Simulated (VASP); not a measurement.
Write the native input for VASP 6.6.1 that does the following.

- Task: single point
- Functional: revPBE
- Potentials or basis: VASP PAW PBE potentials, release 64 (Ni)
- Cutoff: 520 eV
- k mesh: 11 × 11 × 11
- Occupations: fermi-dirac, width 0.05 eV
- Spin: collinear spin, antiferromagnetic start
- Starting moments: [0.8, -0.8] μB
- Dipole correction: no
- Further INCAR settings: ALGO = Normal; EDIFF = 1e-07; NBANDS = 21

The structure of Ni lies in POSCAR:

```
Ni
1.0
    2.8116048038      0.0000000000      0.0000000000
    0.0000000000      2.8116048038      0.0000000000
    0.0000000000      0.0000000000      2.8116048038
Ni
2
Direct
    0.0000000000      0.0000000000      0.0000000000
    0.5000000000      0.5000000000      0.5000000000
```

These files were run (other wordings do the same):

INCAR

```
  ALGO = Normal
  EDIFF = 1E-7
  ENCUT = 520
  GGA = RE
  ISIF = 2
  ISMEAR = -1
  ISPIN = 2
  LASPH = True
  LCHARG = False
  LMAXMIX = 4
  LORBIT = 11
  LREAL = False
  LWAVE = False
  MAGMOM = 0.8 -0.8
  NBANDS = 21
  NELM = 150
  PREC = Accurate
  SIGMA = 0.05
```

KPOINTS

```
k-points
0
Gamma
  11 11 11
```

Potentials or basis: VASP PAW PBE potentials, release 64 (Ni).

The run is started by

```bash
$ cat potpaw_PBE.64/Ni/POTCAR > POTCAR
$ mpirun -np 1 vasp_std > vasp.out
```

It gave:

The pressure is 0.2 GPa, the band gap on the k mesh is zero (filled and empty bands overlap) and the net moment is 0.00 μB per cell. The valence electrons inside the program's atomic spheres are Ni 9.27.

Caveat: the PAW data sets were made with another functional, which shifts forces and pressure a little.

It took 37 s on 1 thread of AMD EPYC 7R13 Processor (Zen 3) (shared host), peak memory 0.14 GiB.
